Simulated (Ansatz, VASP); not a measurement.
GeCl3: VASP beside Ansatz

The input INCAR:

```
ALGO = Fast ; EDIFF = 1E-7
ENCUT = 520 ; GGA = PE
ISIF = 2 ; ISMEAR = 0
LASPH = T ; LCHARG = T
LELF = T ; LREAL = F
LVHAR = T ; LWAVE = F
NBANDS = 26 ; NELM = 60
PREC = Accurate ; SIGMA = 0.1
```

Contents of KPOINTS:

```
k-points
0
Gamma
  4 4 4
```

File POSCAR:

```
GeCl3
1.0
    5.0401473900      0.0000000000      0.0000000000
    0.0000000000      5.0401473900      0.0000000000
    0.0000000000      0.0000000000      4.8289966900
Ge Cl
1 3
Direct
    0.5000000000      0.5000000000      0.0000000000
    0.0000000000      0.5000000000      0.0000000000
    0.5000000000      0.0000000000      0.0000000000
    0.0000000000      0.0000000000      0.0000000000
```

Input for Ansatz:

```yaml
crystal:
  lattice:
    - [5.04014739, 0.0, 0.0]
    - [0.0, 5.04014739, 0.0]
    - [0.0, 0.0, 4.82899669]
  atoms:
    - { symbol: Ge, position: [0.5, 0.5, 0.0] }
    - { symbol: Cl, position: [0.0, 0.5, 0.0] }
    - { symbol: Cl, position: [0.5, 0.0, 0.0] }
    - { symbol: Cl, position: [0.0, 0.0, 0.0] }
basis:
  ecutwfc: 420
kpoints:
  mp_grid: { grid: [4, 4, 4] }
hamiltonian:
  xc: pbe
scf:
  occupations: { method: gaussian, width: 0.1 }
  lower_state_search: "off"
output:
  forces: true
  stress: true
  eigenvalues: true
```

Alike in both runs: task single point; functional PBE; k mesh 4 × 4 × 4; occupations gaussian, width 0.1 eV; no spin polarisation.

|  | VASP | Ansatz |
| --- | --- | --- |
| version | VASP 6.6.1 | Ansatz 0.2.0 |
| potentials or method | VASP PAW PBE potentials, release 64 (Ge_d, Cl), cutoff 520 eV | scalar-relativistic, plane waves, PAW |
| valence electrons in the cell | 35 | 35 |

|  | VASP | Ansatz | Ansatz less VASP |
| --- | --- | --- | --- |
| gap on the k mesh at the Fermi level (eV) | none | none | - |
| pressure (GPa) | 8.5 | 8.6 | +0.06 |
| traceless stress, the component that is largest in VASP (GPa) | -8.87 | -8.88 | -0.004 |

A gap of «none» marks a metal or a gap that the smearing closes.
